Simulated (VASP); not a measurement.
# As (R-3m) in VASP: notebook

The runs below take As through electric field gradients, with PBE.

Everything below comes from runs of VASP 6.6.1. Logs are shortened: lines on timing, memory, paths and dates and some standing lists are left out, and cuts for length are marked.

### 1 The cell of the first run

It takes space group R-3m (No. 166, trigonal). Conventional cell: a = 3.683 Å, b = 3.683 Å, c = 10.246 Å, α = 90.00°, β = 90.00°, γ = 120.00°. As (site symmetry 3m) has 6 As at 2.47 to 3.04 Å within 3.3 Å.

### 2 Electric field gradients, PBE (20.06 Å³/atom)

INCAR

```
  ALGO = Normal
  EDIFF = 1E-8
  ENCUT = 520
  GGA = PE
  ISIF = 2
  ISMEAR = -1
  LASPH = True
  LCHARG = False
  LEFG = True
  LREAL = False
  LWAVE = False
  NBANDS = 12
  NELM = 60
  PREC = Accurate
  SIGMA = 0.03
```

KPOINTS

```
k-points
0
Gamma
  11 11 11
```

POSCAR

```
As
1.0
    1.8417028838      1.0633076557      3.4152171905
   -1.8417028838      1.0633076557      3.4152171905
    0.0000000000     -2.1266153114      3.4152171905
As
2
Direct
    0.2275400000      0.2275400000      0.2275400000
    0.7724600000      0.7724600000      0.7724600000
```

Potentials or basis: VASP PAW PBE potentials, release 64 (As).

On the command line:

```bash
> cat potpaw_PBE.64/As/POTCAR > POTCAR
> mpirun -np 1 vasp_std > vasp.out
```

OUTCAR:

```text
EDIFF = 1E-8
   ENCUT = 520
   GGA = PE
   ISIF = 2
   ISMEAR = -1
   LASPH = True
   LREAL = False
   NELM = 60
   PREC = Accurate

 ion  position               nearest neighbor table
   1  0.228  0.228  0.228-   2 2.47   2 2.47   2 2.47
   2  0.772  0.772  0.772-   1 2.47   1 2.47   1 2.47

  LATTYP: Found a trigonal (rhomboedric) cell.
 ALAT       =     4.0232078173
 COS(alpha) =     0.5808936906

  Lattice vectors:

 A1 = (   1.8417028838,   1.0633076557,   3.4152171905)
 A2 = (  -1.8417028838,   1.0633076557,   3.4152171905)
 A3 = (   0.0000000000,  -2.1266153114,   3.4152171905)

Analysis of symmetry for initial positions (statically):
=====================================================================
 Subroutine PRICEL returns:
 Original cell was already a primitive cell.

 Routine SETGRP: Setting up the symmetry group for a
 trigonal (rhombohedral) supercell.

 Subroutine GETGRP returns: Found 12 space group operations
 (whereof 12 operations were pure point group operations)
 out of a pool of 12 trial point group operations.

The static configuration has the point symmetry D_3d.

Analysis of symmetry for dynamics (positions and initial velocities):
=====================================================================
 Subroutine PRICEL returns:
 Original cell was already a primitive cell.

 Routine SETGRP: Setting up the symmetry group for a
 trigonal (rhombohedral) supercell.

 Subroutine GETGRP returns: Found 12 space group operations
 (whereof 12 operations were pure point group operations)
 out of a pool of 12 trial point group operations.

The dynamic configuration has the point symmetry D_3d.

 Subroutine INISYM returns: Found 12 space group operations
 (whereof 12 operations are pure point group operations),
 and found     1 'primitive' translations

----------------------------------------------------------------------------------------

                                     Primitive cell

  volume of cell :      40.1281

  direct lattice vectors                    reciprocal lattice vectors
     1.841702884  1.063307656  3.415217190     0.271487874  0.156743597  0.097602382
    -1.841702884  1.063307656  3.415217190    -0.271487874  0.156743597  0.097602382
     0.000000000 -2.126615311  3.415217190     0.000000000 -0.313487194  0.097602382

  length of vectors
     4.023207817  4.023207817  4.023207817     0.328329782  0.328329782  0.328329782

  position of ions in fractional coordinates (direct lattice)
     0.227540000  0.227540000  0.227540000
     0.772460000  0.772460000  0.772460000

  ion indices of the primitive-cell ions
   primitive index   ion index
                 1           1
                 2           2

----------------------------------------------------------------------------------------

 KPOINTS: k-points

Automatic generation of k-mesh.
 Grid dimensions read from file:
 generate k-points for:   11   11   11

 Generating k-lattice:

  Cartesian coordinates                     Fractional coordinates (reciprocal lattice)
     0.024680716  0.014249418  0.008872944     0.090909091  0.000000000  0.000000000
    -0.024680716  0.014249418  0.008872944     0.000000000  0.090909091  0.000000000
     0.000000000 -0.028498836  0.008872944     0.000000000  0.000000000  0.090909091

  Length of vectors
     0.029848162  0.029848162  0.029848162

  Shift w.r.t. Gamma in fractional coordinates (k-lattice)
     0.000000000  0.000000000  0.000000000

 Subroutine IBZKPT returns following result:
 ===========================================

 Found    146 irreducible k-points:

 Following reciprocal coordinates:
            Coordinates               Weight
  0.000000  0.000000  0.000000      1.000000
  0.090909  0.000000  0.000000      6.000000
  0.181818  0.000000  0.000000      6.000000
  0.272727  0.000000  0.000000      6.000000
  0.363636  0.000000  0.000000      6.000000
  0.454545  0.000000  0.000000      6.000000
[... 16 lines left out ...]
 -0.272727  0.181818 -0.000000     12.000000
 -0.181818  0.181818  0.000000      6.000000
 [... further k-points ...]
   k-points           NKPTS =    146   k-points in BZ     NKDIM =    146   number of bands    NBANDS=     12
   number of dos      NEDOS =    301   number of ions     NIONS =      2
   total plane-waves  NPLWV =  27000
   dimension x,y,z NGX =    30 NGY =   30 NGZ =   30
   dimension x,y,z NGXF=    60 NGYF=   60 NGZF=   60
   ions per type =               2
   NGX,Y,Z   is equivalent  to a cutoff of  12.40, 12.40, 12.40 a.u.
   NGXF,Y,Z  is equivalent  to a cutoff of  24.79, 24.79, 24.79 a.u.
 SYSTEM =  unknown system
   PREC   = accura    normal or accurate (medium, high low for compatibility)
   ISTART =      0    job   : 0-new  1-cont  2-samecut
   ICHARG =      2    charge: 1-file 2-atom 10-const
   ISPIN  =      1    spin polarized calculation?
   LNONCOLLINEAR =      F non collinear calculations
   LSORBIT =      F    spin-orbit coupling
   LASPH  =      T    aspherical Exc in radial PAW
   ENCUT  =  520.0 eV  38.22 Ry    6.18 a.u.   7.48  7.48  7.48*2*pi/ulx,y,z
   NELM   =     60;   NELMIN=  2; NELMDL= -5     # of ELM steps
   EDIFF  = 0.1E-07   stopping-criterion for ELM
   LREAL  =      F    real-space projection
   EDIFFG = 0.1E-06   stopping-criterion for IOM
   NSW    =      0    number of steps for IOM
   IBRION =     -1    ionic relax: 0-MD 1-quasi-New 2-CG
   NFREE  =      0    steps in history (QN), initial steepest desc. (CG)
   ISIF   =      2    stress and relaxation
   ISYM   =      2    0-nonsym 1-usesym 2-fastsym
   POTIM  = 0.5000    time-step for ionic-motion
   TEBEG  =    0.0;   TEEND  =   0.0 temperature during run
   PSTRESS=    0.0 pullay stress
   NELECT =      10.0000    total number of electrons
   NUPDOWN=      -1.0000    fix difference up-down
   EMIN   =  10.00;   EMAX   =-10.00  energy-range for DOS
   EFERMI =   0.00;   METHOD = LEGACY
   ISMEAR =    -1;   SIGMA  =   0.03  broadening in eV -4-tet -1-fermi 0-gaus
   EFERMI_NEDOS =   21; number of points for ismear=-14 and -15
   IALGO  =     38    algorithm
   IMIX   =      4    mixing-type and parameters
     AMIX     =   0.40;   BMIX     =  1.00
     AMIX_MAG =   1.60;   BMIX_MAG =  1.00
  volume/ion in A,a.u.               =      20.06       135.40
  Fermi-wavevector in a.u.,A,eV,Ry     =   1.030209  1.946813 14.440288  1.061331
  Thomas-Fermi vector in A             =   2.164296
   LORBIT       =      0    0 simple, 1 ext, 2 COOP (PROOUT), +10 PAW based schemes
   GGA     = PE    functional components
   LHFCALC =     F    Hartree Fock is set to
   AEXX    =    0.0000 exact exchange contribution
   IVDW    =     0    specifies the selected vdW correction
   LEPSILON=     F    determine dielectric tensor
   LRPA    =     F    only Hartree local field effects (RPA)
 non-spin polarized calculation
  energy-cutoff  :      520.00
  volume of cell :       40.13
 maximum number of plane-waves:      1099
 NGX is ok and might be reduce to    30
   NGX = 15   NGY = 15   NGZ = 15

 number of electron      10.0000000 magnetization

 Free energy of the ion-electron system (eV)
  ---------------------------------------------------
  ext. energy  EPLUGINS =         0.00000000
  ---------------------------------------------------
  free energy    TOTEN  =        -9.21420608 eV

  energy without entropy =       -9.21370177  energy(sigma->0) =       -9.21395393

 E-fermi :   6.4422     XC(G=0): -10.2841

 val. band max:        6.4230742464   @ k =   0.3636   0.2727   0.2727
 cond. band min:       6.4795634266   @ k =   0.4545   0.0909   0.0909
 fundamental gap:      0.0564891802
 Fermi energy:         6.4421614943

 k-point     1 :       0.0000    0.0000    0.0000
  band No.  band energies     occupation
      1      -9.4013      2.00000
      2       0.8459      2.00000
      3       3.5229      2.00000
      4       4.1220      2.00000
      5       4.1220      2.00000
      6       8.0350      0.00000
      7       9.3349      0.00000
      8       9.3349      0.00000
      9      13.0224      0.00000
     10      13.0224      0.00000
     11      13.5558      0.00000
     12      15.0027      0.00000
[... 331 lines left out ...]
 k-point    24 :      -0.1818    0.1818    0.0000
  band No.  band energies     occupation
      1      -8.1117      2.00000
      2      -2.3823      2.00000
      3       1.9499      2.00000
      4       4.3357      2.00000
      5       4.4200      2.00000
      6       6.9896      0.00000
      7       7.5282      0.00000
      8      10.0491      0.00000
      9      11.4503      0.00000
     10      14.0001      0.00000
     11      16.4648      0.00000
     12      16.5813      0.00000

 [... further k-points ...]

------------------------ aborting loop because EDIFF is reached ----------------------------------------

  FORCE on cell =-STRESS in cart. coord.  units (eV):
  Direction    XX          YY          ZZ          XY          YZ          ZX
  --------------------------------------------------------------------------------------
  -------------------------------------------------------------------------------------
  Total        2.7216889      2.7216889      1.9461645      0.0000000     -0.0000000      0.0000000
  in kB      108.6678248    108.6678248     77.7037611      0.0000000     -0.0000000      0.0000000
  external PRESSURE =      98.3464703 kB  Pullay stress =       0.0000000 kB

 VOLUME and BASIS-vectors are now :
 -----------------------------------------------------------------------------
  energy-cutoff  :      520.00
  volume of cell :       40.13
      direct lattice vectors                 reciprocal lattice vectors
     1.841702884  1.063307656  3.415217190     0.271487874  0.156743597  0.097602382
    -1.841702884  1.063307656  3.415217190    -0.271487874  0.156743597  0.097602382
     0.000000000 -2.126615311  3.415217190     0.000000000 -0.313487194  0.097602382

 POSITION                                       TOTAL-FORCE (eV/Angst)
 -----------------------------------------------------------------------------------
      0.00000      0.00000      2.33130         0.000000      0.000000      0.739030
      0.00000      0.00000      7.91436         0.000000      0.000000     -0.739030
 -----------------------------------------------------------------------------------
    total drift:                               -0.000000      0.000000     -0.000000

  FREE ENERGIE OF THE ION-ELECTRON SYSTEM (eV)
  ---------------------------------------------------
  free  energy   TOTEN  =        -9.2142060835 eV

  energy  without entropy=       -9.2137017746  energy(sigma->0) =       -9.21395393

 Electric field gradients (V/A^2)
---------------------------------------------------------------------
 ion       V_xx      V_yy      V_zz      V_xy      V_xz      V_yz
---------------------------------------------------------------------
   1      23.834    23.834   -47.669    -0.000     0.000     0.000
   2      23.834    23.834   -47.669    -0.000     0.000     0.000
---------------------------------------------------------------------

 Electric field gradients after diagonalization (V/A^2)
 (convention: |V_zz| > |V_xx| > |V_yy|)
----------------------------------------------------------------------
 ion       V_xx      V_yy      V_zz     asymmetry (V_yy - V_xx)/ V_zz
----------------------------------------------------------------------
   1      23.834    23.834   -47.669       0.000
   2      23.834    23.834   -47.669       0.000
----------------------------------------------------------------------

           NMR quadrupolar parameters

 Cq : quadrupolar parameter    Cq=e*Q*V_zz/h
 eta: asymmetry parameters     (V_yy - V_xx)/ V_zz
 Q  : nuclear electric quadrupole moment in mb (millibarn)
----------------------------------------------------------------------
 ion       Cq(MHz)       eta       Q (mb)
----------------------------------------------------------------------
   1      -0.115       0.000       1.000
   2      -0.115       0.000       1.000
----------------------------------------------------------------------
```

Wall time 1.8 min (1 thread of Intel Xeon 8259CL, shared host); peak memory 0.21 GiB.

Results:

```
Free energy                             : -9.2142 eV
Pressure                                : 9.8 GPa
Largest force                           : 0.739 eV/Å
Band gap on the k mesh                  : zero (bands 5 and 6 overlap by 0.43 eV)
Largest electric field gradient by atom : As -47.7 V/Å²
```

Forces on the atoms (eV/Å):
```
As   0.000  0.000  0.739
As   0.000  0.000 -0.739
```

Levels at points of the mesh, in eV from the Fermi level:
| k point | band 3 | band 4 | band 5 | band 6 | band 7 | band 8 |
| --- | --- | --- | --- | --- | --- | --- |
| (0.00, 0.00, 0.00) | -2.92 | -2.32 | -2.32 | 1.59 | 2.89 | 2.89 |

Electric field gradients, principal values (V/Å²):
| atom | least | middle | greatest (by size) |
| --- | --- | --- | --- |
| 1 As | 23.834 | 23.834 | -47.669 |
| 2 As | 23.834 | 23.834 | -47.669 |

Caveat: the cell stands under pressure; without QUAD_EFG the Cq values of the log hold for a quadrupole moment of 1 mb, not for the nuclei.

[end of part 1 of 2]
